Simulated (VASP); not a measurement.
Runs of VASP 6.6.1 on Hf3TiO8. The structure is that of space group Cmmm (No. 65), or close to it. The cells are those of the table. 

| task | level | cell | k mesh | cutoff (eV) | gap on the mesh (eV) | pressure (GPa) | largest force (eV/Å) |
| --- | --- | --- | --- | --- | --- | --- | --- |
| single point | PBEsol | a = 4.768, b = 4.768, c = 6.295 Å, angles 90.0, 90.0, 89.9°, 12 atoms | 6 × 6 × 4 | 520 | 2.56 | -2.0 | 0.22 |
| single point | PBE | a = 4.776, b = 4.776, c = 6.317 Å, angles 90.0, 90.0, 89.9°, 12 atoms | 6 × 6 × 4 | 520 | 2.56 | 3.0 | 0.17 |
| relaxation of cell and atoms | PBEsol | relaxed from a = 4.819, b = 4.819, c = 6.350 Å, angles 90.0, 90.0, 89.9°, 12 atoms | 6 × 6 × 4 | 600 | 2.56 | 0.0 | - |
| single point | PBE | a = 4.819, b = 4.819, c = 6.350 Å, angles 90.0, 90.0, 89.9°, 12 atoms | 4 × 4 × 4 | 520 | (a) | -2.0 | 0.23 |

Alike in all rows: potentials or basis VASP PAW PBE potentials, release 64 (Hf_pv, O, Ti_sv); no spin polarisation; smearing fermi-dirac 0.02 eV.

Estimate the missing entries.

(a) 2.49.

Caveats: spin-orbit coupling is left out, which moves the levels of the heavy elements; the PAW data sets were made with another functional, which shifts forces and pressure a little (at least some runs).

A k mesh can miss the band edges, and the runs leave out spin-orbit coupling on Hf.
